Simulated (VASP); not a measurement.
Wanted: the native input for a VASP 6.6.1 run.

```yaml
Task: single point
Functional: r2SCAN
Potentials_or_basis: VASP PAW PBE potentials, release 64 (Ag, Tl_d, Ti_sv)
Cutoff: 520 eV
k_mesh: 6 × 6 × 6
Occupations: tetrahedron
Spin: no spin polarisation
Dipole_correction: no
Further_INCAR_settings: ALGO = Normal; EDIFF = 1e-06; NBANDS = 32
```

TiTl2Ag:

```
CELL_PARAMETERS angstrom
4.27787 0.00000 0.00000
0.00000 4.27787 0.00000
0.00000 0.00000 4.18510
ATOMIC_POSITIONS crystal
Ag 0.00000 0.00000 0.00000
Tl 0.00000 0.50000 0.50000
Tl 0.50000 0.00000 0.50000
Ti 0.50000 0.50000 0.00000
```

These files were run (other wordings do the same):

POSCAR

```
TiTl2Ag
1.0
    4.2778750000      0.0000000000      0.0000000000
    0.0000000000      4.2778750000      0.0000000000
    0.0000000000      0.0000000000      4.1851010000
Ag Tl Ti
1 2 1
Direct
    0.0000000000      0.0000000000      0.0000000000
    0.0000000000      0.5000000000      0.5000000000
    0.5000000000      0.0000000000      0.5000000000
    0.5000000000      0.5000000000      0.0000000000
```

INCAR.step1

```
SYSTEM = TiTl2Ag
ALGO     = Normal         ! electronic algorithm
EDIFF    = 1E-4           ! SCF threshold, eV
ENCUT    = 520            ! plane-wave cutoff, eV
GGA      = PE             ! functional
ISMEAR   = -5             ! smearing method
LASPH    = .TRUE.         ! aspherical terms in the spheres
LCHARG   = .FALSE.        ! write CHGCAR
LREAL    = .FALSE.        ! projectors in reciprocal space
LWAVE    = .TRUE.         ! write WAVECAR
NBANDS   = 32             ! bands
NELM     = 60             ! most SCF steps
PREC     = Accurate       ! precision mode
SIGMA    = 0.1            ! smearing width, eV
```

INCAR.step2

```
SYSTEM = TiTl2Ag
ALGO     = Normal         ! electronic algorithm
EDIFF    = 1E-6           ! SCF threshold, eV
ENCUT    = 520            ! plane-wave cutoff, eV
ISIF     = 2              ! what is computed and relaxed
ISMEAR   = -5             ! smearing method
ISTART   = 1            
LASPH    = .TRUE.         ! aspherical terms in the spheres
LCHARG   = .FALSE.        ! write CHGCAR
LMIXTAU  = .TRUE.       
LREAL    = .FALSE.        ! projectors in reciprocal space
LWAVE    = .FALSE.        ! write WAVECAR
METAGGA  = R2SCAN         ! meta-GGA
NBANDS   = 32             ! bands
NELM     = 60             ! most SCF steps
PREC     = Accurate       ! precision mode
SIGMA    = 0.1            ! smearing width, eV
```

KPOINTS

```
k-points
0
G
  6 6 6
  0 0 0
```

Potentials or basis: VASP PAW PBE potentials, release 64 (Ag, Tl_d, Ti_sv).

Launch:

```sh
$ cat potpaw_PBE.64/Ag/POTCAR potpaw_PBE.64/Tl_d/POTCAR potpaw_PBE.64/Ti_sv/POTCAR > POTCAR
$ cp INCAR.step1 INCAR
$ mpirun -np 1 vasp_std > vasp.out
$ cp INCAR.step2 INCAR
$ mpirun -np 1 vasp_std > vasp.out
```

Results of the run:

```yaml
Pressure: 7.1 GPa
```

Caveat: the PAW data sets were made with another functional, which shifts forces and pressure a little; tetrahedron occupations give inexact forces and stress in metals.

Wall time 2.5 min on 1 thread of Intel(R) Xeon(R) Platinum 8488C (Sapphire Rapids), on a shared host, peak memory 0.25 GiB.
